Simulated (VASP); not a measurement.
# CdSe (CsCl type) (Pm-3m) in VASP: further runs, part 2 of 2

VASP 6.6.1. The steps go on from the part before.

## 3. Relaxation of cell and atoms, PBE

This run uses another cell than the first one, of 14.97 Å³/atom.

The input, INCAR:

```
  ALGO = Normal
  EDIFF = 1E-6
  EDIFFG = -0.005
  ENCUT = 600
  GGA = PE
  IBRION = 2
  ISIF = 3
  ISMEAR = -1
  LASPH = T
  LCHARG = F
  LREAL = F
  LWAVE = F
  NELM = 60
  NSW = 60
  PREC = Accurate
  SIGMA = 0.05
```

The input, KPOINTS:

```
k-points
0
Gamma
  12 12 12
```

The input, POSCAR:

```
CdSe
1.0
    3.1053142479      0.0000000000      0.0000000000
    0.0000000000      3.1053142479      0.0000000000
    0.0000000000      0.0000000000      3.1053142479
Cd Se
1 1
Direct
    0.0000000000      0.0000000000      0.0000000000
    0.5000000000      0.5000000000      0.5000000000
```

Potentials or basis: VASP PAW PBE potentials, release 64 (Cd, Se).

Launch:

```console
cat potpaw_PBE.64/Cd/POTCAR potpaw_PBE.64/Se/POTCAR > POTCAR
mpirun -np 1 vasp_std > vasp.out
```

OUTCAR:

```text
EDIFF = 1E-6
   EDIFFG = -0.005
   ENCUT = 600
   GGA = PE
   IBRION = 2
   ISIF = 3
   ISMEAR = -1
   LASPH = T
   LREAL = F
   NELM = 60
   NSW = 60
   PREC = Accurate

 ion  position               nearest neighbor table
   1  0.000  0.000  0.000-   2 2.69   2 2.69   2 2.69   2 2.69   2 2.69   2 2.69   2 2.69   2 2.69

   2  0.500  0.500  0.500-   1 2.69   1 2.69   1 2.69   1 2.69   1 2.69   1 2.69   1 2.69   1 2.69

  LATTYP: Found a simple cubic cell.
 ALAT       =     3.1053142479

  Lattice vectors:

 A1 = (   3.1053142479,   0.0000000000,   0.0000000000)
 A2 = (   0.0000000000,   3.1053142479,   0.0000000000)
 A3 = (   0.0000000000,   0.0000000000,   3.1053142479)

Analysis of symmetry for initial positions (statically):
=====================================================================
 Subroutine PRICEL returns:
 Original cell was already a primitive cell.

 Routine SETGRP: Setting up the symmetry group for a
 simple cubic supercell.

 Subroutine GETGRP returns: Found 48 space group operations
 (whereof 48 operations were pure point group operations)
 out of a pool of 48 trial point group operations.

The static configuration has the point symmetry O_h .

Analysis of symmetry for dynamics (positions and initial velocities):
=====================================================================
 Subroutine PRICEL returns:
 Original cell was already a primitive cell.

 Routine SETGRP: Setting up the symmetry group for a
 simple cubic supercell.

 Subroutine GETGRP returns: Found 48 space group operations
 (whereof 48 operations were pure point group operations)
 out of a pool of 48 trial point group operations.

The dynamic configuration has the point symmetry O_h .

 Subroutine INISYM returns: Found 48 space group operations
 (whereof 48 operations are pure point group operations),
 and found     1 'primitive' translations

----------------------------------------------------------------------------------------

                                     Primitive cell

  volume of cell :      29.9445

  direct lattice vectors                    reciprocal lattice vectors
     3.105314248  0.000000000  0.000000000     0.322028600  0.000000000  0.000000000
     0.000000000  3.105314248  0.000000000     0.000000000  0.322028600  0.000000000
     0.000000000  0.000000000  3.105314248     0.000000000  0.000000000  0.322028600

  length of vectors
     3.105314248  3.105314248  3.105314248     0.322028600  0.322028600  0.322028600

  position of ions in fractional coordinates (direct lattice)
     0.000000000  0.000000000  0.000000000
     0.500000000  0.500000000  0.500000000

  ion indices of the primitive-cell ions
   primitive index   ion index
                 1           1
                 2           2

----------------------------------------------------------------------------------------

 KPOINTS: k-points

Automatic generation of k-mesh.
 Grid dimensions read from file:
 generate k-points for:   12   12   12

 Generating k-lattice:

  Cartesian coordinates                     Fractional coordinates (reciprocal lattice)
     0.026835717  0.000000000  0.000000000     0.083333333  0.000000000  0.000000000
     0.000000000  0.026835717  0.000000000     0.000000000  0.083333333  0.000000000
     0.000000000  0.000000000  0.026835717     0.000000000  0.000000000  0.083333333

  Length of vectors
     0.026835717  0.026835717  0.026835717

  Shift w.r.t. Gamma in fractional coordinates (k-lattice)
     0.000000000  0.000000000  0.000000000

 Subroutine IBZKPT returns following result:
 ===========================================

 Found     84 irreducible k-points:

 Following reciprocal coordinates:
            Coordinates               Weight
  0.000000  0.000000  0.000000      1.000000
  0.083333  0.000000  0.000000      6.000000
  0.166667  0.000000  0.000000      6.000000
  0.250000  0.000000  0.000000      6.000000
  0.333333  0.000000  0.000000      6.000000
  0.416667  0.000000  0.000000      6.000000
[... 16 lines left out ...]
  0.333333  0.333333  0.000000     12.000000
  0.416667  0.333333  0.000000     24.000000
 [... further k-points ...]
   k-points           NKPTS =     84   k-points in BZ     NKDIM =     84   number of bands    NBANDS=     13
   number of dos      NEDOS =    301   number of ions     NIONS =      2
   total plane-waves  NPLWV =  21952
   dimension x,y,z NGX =    28 NGY =   28 NGZ =   28
   dimension x,y,z NGXF=    56 NGYF=   56 NGZF=   56
   ions per type =               1   1
   NGX,Y,Z   is equivalent  to a cutoff of  14.99, 14.99, 14.99 a.u.
   NGXF,Y,Z  is equivalent  to a cutoff of  29.98, 29.98, 29.98 a.u.
 SYSTEM =  unknown system
   PREC   = accura    normal or accurate (medium, high low for compatibility)
   ISTART =      0    job   : 0-new  1-cont  2-samecut
   ICHARG =      2    charge: 1-file 2-atom 10-const
   ISPIN  =      1    spin polarized calculation?
   LNONCOLLINEAR =      F non collinear calculations
   LSORBIT =      F    spin-orbit coupling
   LASPH  =      T    aspherical Exc in radial PAW
   ENCUT  =  600.0 eV  44.10 Ry    6.64 a.u.   6.20  6.20  6.20*2*pi/ulx,y,z
   NELM   =     60;   NELMIN=  2; NELMDL= -5     # of ELM steps
   EDIFF  = 0.1E-05   stopping-criterion for ELM
   LREAL  =      F    real-space projection
   EDIFFG = -.5E-02   stopping-criterion for IOM
   NSW    =     60    number of steps for IOM
   IBRION =      2    ionic relax: 0-MD 1-quasi-New 2-CG
   NFREE  =      1    steps in history (QN), initial steepest desc. (CG)
   ISIF   =      3    stress and relaxation
   ISYM   =      2    0-nonsym 1-usesym 2-fastsym
   POTIM  = 0.5000    time-step for ionic-motion
   TEBEG  =    0.0;   TEEND  =   0.0 temperature during run
   PSTRESS=    0.0 pullay stress
   NELECT =      18.0000    total number of electrons
   NUPDOWN=      -1.0000    fix difference up-down
   EMIN   =  10.00;   EMAX   =-10.00  energy-range for DOS
   EFERMI =   0.00;   METHOD = LEGACY
   ISMEAR =    -1;   SIGMA  =   0.05  broadening in eV -4-tet -1-fermi 0-gaus
   EFERMI_NEDOS =   21; number of points for ismear=-14 and -15
   IALGO  =     38    algorithm
   IMIX   =      4    mixing-type and parameters
     AMIX     =   0.40;   BMIX     =  1.00
     AMIX_MAG =   1.60;   BMIX_MAG =  1.00
  volume/ion in A,a.u.               =      14.97       101.04
  Fermi-wavevector in a.u.,A,eV,Ry     =   1.381635  2.610912 25.972383  1.908916
  Thomas-Fermi vector in A             =   2.506401
   LORBIT       =      0    0 simple, 1 ext, 2 COOP (PROOUT), +10 PAW based schemes
   GGA     = PE    functional components
   LHFCALC =     F    Hartree Fock is set to
   AEXX    =    0.0000 exact exchange contribution
   IVDW    =     0    specifies the selected vdW correction
   LEPSILON=     F    determine dielectric tensor
   LRPA    =     F    only Hartree local field effects (RPA)
 conjugate gradient relaxation of ions
 non-spin polarized calculation
  energy-cutoff  :      600.00
  volume of cell :       29.94
 maximum number of plane-waves:      1021
 NGX is ok and might be reduce to    28
   NGX = 13   NGY = 13   NGZ = 13

--------------------------------------- Ionic step        1  -------------------------------------------

 number of electron      18.0000008 magnetization

 Free energy of the ion-electron system (eV)
  ---------------------------------------------------
  ext. energy  EPLUGINS =         0.00000000
  ---------------------------------------------------
  free energy    TOTEN  =        -2.23739554 eV

  energy without entropy =       -2.22729948  energy(sigma->0) =       -2.23234751

 E-fermi :   7.7812     XC(G=0): -12.5264

 val. band max:        7.7712302609   @ k =   0.4167   0.3333   0.0000
 cond. band min:       7.7822957594   @ k =   0.5000   0.3333   0.0833
 fundamental gap:      0.0110654985
 Fermi energy:         7.7812421665
[... 878 lines left out ...]
  FREE ENERGIE OF THE ION-ELECTRON SYSTEM (eV)
  ---------------------------------------------------
  free  energy   TOTEN  =        -4.3010389182 eV

  energy  without entropy=       -4.2885111668  energy(sigma->0) =       -4.29477504

[... ionic steps 4 to 16 ...]

--------------------------------------- Ionic step       17  -------------------------------------------

 number of electron      17.9999988 magnetization

------------------------ aborting loop because EDIFF is reached ----------------------------------------
[... 67 lines left out ...]
--------------------------------------- Ionic step       19  -------------------------------------------

 number of electron      17.9999988 magnetization

 Free energy of the ion-electron system (eV)
  ---------------------------------------------------
  ext. energy  EPLUGINS =         0.00000000
  ---------------------------------------------------
  free energy    TOTEN  =        -4.30108412 eV

  energy without entropy =       -4.28859042  energy(sigma->0) =       -4.29483727

 E-fermi :   3.1938     XC(G=0): -10.3932

 val. band max:        3.1856140447   @ k =   0.4167   0.4167   0.2500
 cond. band min:       3.2013435497   @ k =   0.4167   0.0000   0.0000
 fundamental gap:      0.0157295050
 Fermi energy:         3.1938433664
[... 413 lines left out ...]
  FREE ENERGIE OF THE ION-ELECTRON SYSTEM (eV)
  ---------------------------------------------------
  free  energy   TOTEN  =        -4.3010841231 eV

  energy  without entropy=       -4.2885904171  energy(sigma->0) =       -4.29483727

 reached required accuracy - stopping structural energy minimisation
```

OSZICAR:

```text
N       E                     dE             d eps       ncg     rms          rms(c)
DAV:   1     0.121265297925E+03    0.12127E+03   -0.10830E+04  2280   0.154E+03
[... 113 lines left out ...]
       N       E                     dE             d eps       ncg     rms          rms(c)
DAV:   1    -0.430242507079E+01   -0.13785E-02   -0.29214E-02  2399   0.221E+00    0.275E-01
DAV:   2    -0.430123646688E+01    0.11886E-02   -0.28992E-03  2219   0.808E-01    0.893E-02
DAV:   3    -0.430110268575E+01    0.13378E-03   -0.33762E-04  2399   0.213E-01    0.762E-02
DAV:   4    -0.430108659798E+01    0.16088E-04   -0.14047E-05  2234   0.374E-02    0.202E-02
DAV:   5    -0.430108412258E+01    0.24754E-05   -0.14450E-06  1265   0.132E-02    0.210E-03
DAV:   6    -0.430108412311E+01   -0.53274E-09   -0.24922E-07  1092   0.717E-03
  19 F= -.43010841E+01 E0= -.42948373E+01  d E =-.218974E-03
```

CONTCAR:

```text
CdSe
   1.00000000000000
     3.5604419829001968   -0.0000000000000001    0.0000000000000001
    -0.0000000000000000    3.5604419829001968   -0.0000000000000001
    -0.0000000000000000   -0.0000000000000001    3.5604419829001968
  Cd              Se
     1     1
Direct
     1.0000000000000000    0.0000000000000000    0.0000000000000000
     0.5000000000000000    0.5000000000000000    0.5000000000000000

  0.00000000E+00  0.00000000E+00  0.00000000E+00
  0.00000000E+00  0.00000000E+00  0.00000000E+00
```

Wall time 4.7 min (1 thread of Intel Xeon 8259CL, shared host); peak memory 0.2 GiB.

Results:

| Quantity | Value |
| --- | --- |
| Free energy | -4.3011 eV |
| Relaxed volume | 22.57 Å³/atom |
| Relaxed cell | a = 3.560 Å, b = 3.560 Å, c = 3.560 Å, α = 90.00°, β = 90.00°, γ = 90.00° |
| Space group after relaxing (to 0.1 Å) | Pm-3m (No. 221) |
| Energy gained by relaxing | 1031.8 meV/atom |
| Ionic steps | 19 |
| Pressure after relaxing | 0.0 GPa |
| Band gap on the k mesh | zero (bands 9 and 10 overlap by 1.28 eV) |

Step by step:
```csv
step,energy change (eV),largest force (eV/Å),pressure (GPa),volume (Å³)
1,0.0000,0.0000,64.46,29.94
2,-1.2940,0.0000,-8.84,64.37
3,-2.0636,0.0000,-0.14,45.21
4,-2.0635,0.0000,0.31,44.87
5,-2.0635,0.0000,0.34,44.87
6,-2.0635,0.0000,0.32,44.87
7,-2.0635,0.0000,0.31,44.87
8,-2.0635,0.0000,0.31,44.87
9,-2.0635,0.0000,0.32,44.87
10,-2.0635,0.0000,0.32,44.87
11,-2.0635,0.0000,0.32,44.87
12,-2.0635,0.0000,0.32,44.88
13,-2.0635,0.0000,0.33,44.88
14,-2.0635,0.0000,0.31,44.88
15,-2.0635,0.0000,0.30,44.89
16,-2.0635,0.0000,0.27,44.91
17,-2.0636,0.0000,0.23,44.94
18,-2.0637,0.0000,0.14,45.00
19,-2.0637,0.0000,-0.03,45.13
```

Final structure:
```yaml
crystal:
  lattice:
    - [3.56044, 0.00000, 0.00000]
    - [0.00000, 3.56044, 0.00000]
    - [0.00000, 0.00000, 3.56044]
  atoms:
    - { symbol: Cd, position: [0.00000, 0.00000, 0.00000] }
    - { symbol: Se, position: [0.50000, 0.50000, 0.50000] }
```

Levels at points of the mesh, in eV from the Fermi level:
| k point | band 6 | band 7 | band 8 | band 9 | band 10 | band 11 | band 12 | band 13 |
| --- | --- | --- | --- | --- | --- | --- | --- | --- |
| (0.00, 0.00, 0.00) | -8.28 | -1.56 | -1.10 | -1.10 | -1.10 | 6.18 | 6.18 | 10.59 |
| (0.50, 0.00, 0.00) | -8.26 | -5.87 | 0.11 | 0.11 | 2.76 | 3.94 | 6.64 | 6.64 |
| (0.50, 0.50, 0.00) | -8.07 | -4.28 | -4.28 | -1.40 | 0.25 | 7.16 | 7.16 | 8.15 |
| (0.50, 0.50, 0.50) | -8.12 | -2.12 | -2.12 | -2.12 | 1.53 | 1.53 | 1.53 | 1.66 |

Caveat: the volume moved by over 15 % at a fixed basis, so the end points are rough.
